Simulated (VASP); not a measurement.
Input of a VASP 6.6.1 run:

Contents of INCAR:

```
PREC     = Accurate       # precision mode
ENCUT    = 600            # plane-wave cutoff, eV
EDIFF    = 1E-7           # SCF threshold, eV
ISMEAR   = -1             # smearing method
SIGMA    = 0.02           # smearing width, eV
LREAL    = False          # projectors in reciprocal space
LASPH    = True           # aspherical terms in the spheres
NELM     = 120            # most SCF steps
ALGO     = Normal         # electronic algorithm
ISIF     = 3              # what is computed and relaxed
LWAVE    = False          # write WAVECAR
LCHARG   = False          # write CHGCAR
GGA      = PS             # functional
IBRION   = 2              # ionic algorithm
NSW      = 80             # ionic steps
EDIFFG   = -0.01          # ionic threshold
PSTRESS  = 450.0        
GGA_COMPAT= False        
NELMIN   = 4
```

File KPOINTS:

```
Automatic mesh
0
Gamma
  8 8 7
```

POSCAR

```
N
1.0
    2.5194737900      0.0000000000      0.0000000000
   -1.2597368900      2.1819283100      0.0000000000
    0.0000000000      0.0000000000      2.4460020000
N
2
Direct
    0.6666666667      0.3333333333      0.2500000000
    0.3333333333      0.6666666667      0.7500000000
```

Potentials or basis: VASP PAW PBE potentials, release 64 (N).

Launch:

```console
$ cat potpaw_PBE.64/N/POTCAR > POTCAR
$ mpirun -np 1 vasp_std > vasp.out
```

(1) Estimate the relaxed cell.

(2) Predict the relaxed volume.

(3) Estimate the band gap on the k mesh.

Answers

(1) a = 2.393 Å, b = 2.393 Å, c = 2.326 Å, α = 90.00°, β = 90.00°, γ = 120.00°.

(2) 5.77 Å³/atom.

(3) zero (band 5 reaches 10.82 eV, above the bottom of band 6 at 6.54 eV).

Caveat: the k points lie up to 0.39 Å⁻¹ apart in the final cell; the cell is relaxed towards a set pressure, so the enthalpy falls and the energy may rise; the PAW data sets were made with another functional, which shifts forces and pressure a little.
